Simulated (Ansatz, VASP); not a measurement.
# Two plane-wave programs on Ge2F

```
Ge F
1.0
     4.32661    0.00000    0.00000
    -2.16331    3.74696    0.00000
     0.00000    0.00000    3.02267
Ge F
2 1
Direct
  0.33333 0.66667 0.50000
  0.66667 0.33333 0.50000
  0.00000 0.00000 0.00000
```

Change from the starting cell: species swapped into the HfB2 type (P6/mmm, No. 191).

Alike in both runs: functional PBE; k mesh 6 × 6 × 6; occupations gaussian, width 0.1 eV; no spin polarisation.

Ansatz relaxed the structure, and its values are those at the end. VASP's run is a single point on that final structure, the one shown.

|  | VASP | Ansatz |
| --- | --- | --- |
| version | VASP 6.6.1 | Ansatz 0.2.0 |
| potentials or method | VASP PAW PBE potentials, release 64 (Ge_d, F), cutoff 520 eV | scalar-relativistic, plane waves, PAW |
| valence electrons in the cell | 35 | 35 |

|  | VASP | Ansatz | Ansatz less VASP |
| --- | --- | --- | --- |
| gap on the k mesh at the Fermi level (eV) | none | none | - |
| pressure (GPa) | 0.0 | 0.1 | +0.12 |

A gap of «none» marks a metal or a gap that the smearing closes.
